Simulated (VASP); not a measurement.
# HfZn (Pm-3m) in VASP: further runs, part 2 of 2

VASP 6.6.1. The steps go on from the part before.

## (4) Single point, LDA

This run uses another cell than the first one, of 16.71 Å³/atom, 1.066 times its volume.

INCAR reads:

```
SYSTEM = HfZn
PREC = Accurate
ENCUT = 520
EDIFF = 1E-6
ISMEAR = -1
SIGMA = 0.1
LREAL = .False.
LASPH = .True.
NELM = 100
ALGO = Normal
ISIF = 2
LWAVE = .False.
LCHARG = .False.
GGA = CA
NBANDS = 18
```

KPOINTS reads:

```
Automatic mesh
0
Gamma
  8 8 8
  0 0 0
```

POSCAR reads:

```
HfZn
1.0
    3.2209213347      0.0000000000      0.0000000000
    0.0000000000      3.2209213347      0.0000000000
    0.0000000000      0.0000000000      3.2209213347
Hf Zn
1 1
Direct
    0.5000000000      0.5000000000      0.5000000000
    0.0000000000      0.0000000000      0.0000000000
```

Potentials or basis: VASP PAW LDA potentials, release 64 (Hf_pv, Zn).

Launch:

```console
$ cat potpaw_LDA.64/Hf_pv/POTCAR potpaw_LDA.64/Zn/POTCAR > POTCAR
$ mpirun -np 1 vasp_std > vasp.out
```

OUTCAR:

```text
SYSTEM = HfZn
   PREC = Accurate
   ENCUT = 520
   EDIFF = 1E-6
   ISMEAR = -1
   LREAL = .False.
   LASPH = .True.
   NELM = 100
   ISIF = 2
   GGA = CA

 ion  position               nearest neighbor table
   1  0.500  0.500  0.500-   2 2.79   2 2.79   2 2.79   2 2.79   2 2.79   2 2.79   2 2.79   2 2.79

   2  0.000  0.000  0.000-   1 2.79   1 2.79   1 2.79   1 2.79   1 2.79   1 2.79   1 2.79   1 2.79

  LATTYP: Found a simple cubic cell.
 ALAT       =     3.2209213347

  Lattice vectors:

 A1 = (   3.2209213347,   0.0000000000,   0.0000000000)
 A2 = (   0.0000000000,   3.2209213347,   0.0000000000)
 A3 = (   0.0000000000,   0.0000000000,   3.2209213347)

Analysis of symmetry for initial positions (statically):
=====================================================================
 Subroutine PRICEL returns:
 Original cell was already a primitive cell.

 Routine SETGRP: Setting up the symmetry group for a
 simple cubic supercell.

 Subroutine GETGRP returns: Found 48 space group operations
 (whereof 48 operations were pure point group operations)
 out of a pool of 48 trial point group operations.

The static configuration has the point symmetry O_h .

Analysis of symmetry for dynamics (positions and initial velocities):
=====================================================================
 Subroutine PRICEL returns:
 Original cell was already a primitive cell.

 Routine SETGRP: Setting up the symmetry group for a
 simple cubic supercell.

 Subroutine GETGRP returns: Found 48 space group operations
 (whereof 48 operations were pure point group operations)
 out of a pool of 48 trial point group operations.

The dynamic configuration has the point symmetry O_h .

 Subroutine INISYM returns: Found 48 space group operations
[... 104 lines left out ...]
   ISYM   =      2    0-nonsym 1-usesym 2-fastsym
   POTIM  = 0.5000    time-step for ionic-motion
   TEBEG  =    0.0;   TEEND  =   0.0 temperature during run
   PSTRESS=    0.0 pullay stress
   NELECT =      22.0000    total number of electrons
   NUPDOWN=      -1.0000    fix difference up-down
   EMIN   =  10.00;   EMAX   =-10.00  energy-range for DOS
   EFERMI =   0.00;   METHOD = LEGACY
   ISMEAR =    -1;   SIGMA  =   0.10  broadening in eV -4-tet -1-fermi 0-gaus
   EFERMI_NEDOS =   21; number of points for ismear=-14 and -15
   IALGO  =     38    algorithm
   IMIX   =      4    mixing-type and parameters
     AMIX     =   0.40;   BMIX     =  1.00
     AMIX_MAG =   1.60;   BMIX_MAG =  1.00
  volume/ion in A,a.u.               =      16.71       112.75
  Fermi-wavevector in a.u.,A,eV,Ry     =   1.424193  2.691335 27.597058  2.028327
  Thomas-Fermi vector in A             =   2.544710
   LORBIT       =      0    0 simple, 1 ext, 2 COOP (PROOUT), +10 PAW based schemes
   GGA     = CA    functional components
   LHFCALC =     F    Hartree Fock is set to
   AEXX    =    0.0000 exact exchange contribution
   IVDW    =     0    specifies the selected vdW correction
   LEPSILON=     F    determine dielectric tensor
   LRPA    =     F    only Hartree local field effects (RPA)
 non-spin polarized calculation
  energy-cutoff  :      520.00
  volume of cell :       33.41
 maximum number of plane-waves:       918
 NGX is ok and might be reduce to    24
   NGX = 11   NGY = 11   NGZ = 11

 number of electron      22.0000033 magnetization

 Free energy of the ion-electron system (eV)
  ---------------------------------------------------
  ext. energy  EPLUGINS =         0.00000000
  ---------------------------------------------------
  free energy    TOTEN  =       -13.05079741 eV

  energy without entropy =      -13.03225713  energy(sigma->0) =      -13.04152727

 E-fermi :   4.6843     XC(G=0): -12.2392

 val. band max:        4.5793066118   @ k =   0.5000   0.1250   0.1250
 cond. band min:       4.7928690304   @ k =   0.5000   0.1250   0.1250
 fundamental gap:      0.2135624186
 Fermi energy:         4.6842536031

 k-point     1 :       0.0000    0.0000    0.0000
  band No.  band energies     occupation
      1     -25.5880      2.00000
      2     -25.5880      2.00000
      3     -25.5880      2.00000
      4      -4.5298      2.00000
      5      -3.0968      2.00000
      6      -3.0968      2.00000
[... 481 lines left out ...]
      5      -2.9239      2.00000
      6      -2.8479      2.00000
[... 10 lines left out ...]
     17      12.7522      0.00000
     18      15.6748      0.00000

 [... further k-points ...]
[... 5 lines left out ...]
  --------------------------------------------------------------------------------------
  -------------------------------------------------------------------------------------
  Total        0.0506338      0.0506338      0.0506338     -0.0000000      0.0000000     -0.0000000
  in kB        2.4277858      2.4277858      2.4277858     -0.0000000      0.0000000     -0.0000000
  external PRESSURE =       2.4277858 kB  Pullay stress =       0.0000000 kB

 VOLUME and BASIS-vectors are now :
 -----------------------------------------------------------------------------
  energy-cutoff  :      520.00
  volume of cell :       33.41
      direct lattice vectors                 reciprocal lattice vectors
     3.220921335  0.000000000  0.000000000     0.310470172  0.000000000  0.000000000
     0.000000000  3.220921335  0.000000000     0.000000000  0.310470172  0.000000000
     0.000000000  0.000000000  3.220921335     0.000000000  0.000000000  0.310470172

 POSITION                                       TOTAL-FORCE (eV/Angst)
 -----------------------------------------------------------------------------------
      1.61046      1.61046      1.61046         0.000000      0.000000      0.000000
      0.00000      0.00000      0.00000         0.000000      0.000000      0.000000
 -----------------------------------------------------------------------------------
    total drift:                                0.000000      0.000000     -0.000000

  FREE ENERGIE OF THE ION-ELECTRON SYSTEM (eV)
  ---------------------------------------------------
  free  energy   TOTEN  =       -13.0507974141 eV

  energy  without entropy=      -13.0322571291  energy(sigma->0) =      -13.04152727
```

stdout:

```text
POSCAR found type information on POSCAR HfZn
 POSCAR found :  2 types and       2 ions
 scaLAPACK will be used
 LDA part: xc-table for (Slater(with rela. corr.)+CA(PZ))
 , standard interpolation
 POSCAR, INCAR and KPOINTS ok, starting setup
 FFT: planning ... GRIDC
 FFT: planning ... GRID_SOFT
 FFT: planning ... GRID
 WAVECAR not read
 entering main loop
```

It took 6.1 s on 1 thread of Intel Xeon 6975P-C (Granite Rapids), shared host; peak memory 0.14 GiB.

Results:

```
Free energy            : -13.0508 eV
Pressure               : 0.2 GPa
Band gap on the k mesh : zero (band 11 reaches 4.81 eV, above the bottom of band 12 at 4.13 eV)
```

Levels at points of the mesh, in eV from the Fermi level:
| k point | band 7 | band 8 | band 9 | band 10 | band 11 | band 12 | band 13 | band 14 | band 15 | band 16 |
| --- | --- | --- | --- | --- | --- | --- | --- | --- | --- | --- |
| (0.00, 0.00, 0.00) | -7.36 | -7.36 | -7.36 | -0.90 | -0.90 | 4.41 | 4.41 | 4.41 | 5.73 | 5.73 |
| (0.50, 0.00, 0.00) | -7.41 | -7.31 | -5.26 | -4.62 | -0.61 | 0.88 | 0.88 | 4.48 | 6.13 | 9.44 |
| (0.50, 0.50, 0.00) | -7.55 | -7.09 | -4.73 | -0.78 | -0.56 | -0.56 | 2.62 | 2.62 | 6.17 | 7.78 |
| (0.50, 0.50, 0.50) | -7.08 | -7.08 | -3.09 | -3.09 | -3.09 | 0.58 | 6.04 | 6.04 | 6.04 | 6.36 |

Caveat: spin-orbit coupling is left out, which moves the levels of the heavy elements.

## (5) Single point, LDA

This run uses another cell than the first one, of 16.47 Å³/atom, 1.051 times its volume.

INCAR reads:

```
SYSTEM = HfZn
ALGO = Normal
EDIFF = 1E-7
ENCUT = 520
ISIF = 2
ISMEAR = -1
LASPH = .True.
LCHARG = .False.
LREAL = .False.
LWAVE = .False.
NBANDS = 18
NELM = 80
PREC = Accurate
SIGMA = 0.1
```

KPOINTS reads:

```
k-points
0
Gamma
  8 8 8
  0 0 0
```

POSCAR reads:

```
HfZn
1.0
    3.2058622097      0.0000000000      0.0000000000
    0.0000000000      3.2058622097      0.0000000000
    0.0000000000      0.0000000000      3.2058622097
Hf Zn
1 1
Direct
    0.5000000000      0.5000000000      0.5000000000
    0.0000000000      0.0000000000      0.0000000000
```

Launch:

```console
$ cat potpaw_LDA.64/Hf_pv/POTCAR potpaw_LDA.64/Zn/POTCAR > POTCAR
$ mpirun -np 1 vasp_std > vasp.out
```

Wall time 5.9 s (1 thread of Intel Xeon 6975P-C (Granite Rapids), shared host); peak memory 0.14 GiB.

The run converged. Its results:

- Free energy: -13.0471 eV
- Pressure: 2.3 GPa
- Band gap on the k mesh: zero (band 11 reaches 4.92 eV, above the bottom of band 12 at 4.24 eV)

Levels at points of the mesh, in eV from the Fermi level:
```
           k point  band 9  band 10  band 11  band 12  band 13  band 14
(0.00, 0.00, 0.00)   -7.39    -0.92    -0.92     4.48     4.48     4.48
(0.50, 0.00, 0.00)   -5.30    -4.62    -0.63     0.88     0.88     4.56
(0.50, 0.50, 0.00)   -4.77    -0.76    -0.54    -0.54     2.66     2.66
(0.50, 0.50, 0.50)   -3.15    -3.15    -3.15     0.62     6.15     6.15
```

Caveat: spin-orbit coupling is left out, which moves the levels of the heavy elements.

## (6) Summary

```csv
cell,gap on the mesh (eV),pressure (GPa)
"a = 3.153 Å, 2 atoms",none,10.4
"a = 3.185 Å, 2 atoms",none,5.3
"a = 3.221 Å, 2 atoms",none,0.2
"a = 3.206 Å, 2 atoms",none,2.3
```

Alike in all rows: task single point; level LDA; potentials or basis VASP PAW LDA potentials, release 64 (Hf_pv, Zn); no spin polarisation; k mesh 8 × 8 × 8; cutoff (eV) 520; smearing fermi-dirac 0.1 eV.

Caveats: spin-orbit coupling is left out, which moves the levels of the heavy elements.

Absolute energies hang on the potentials; compare differences alone.
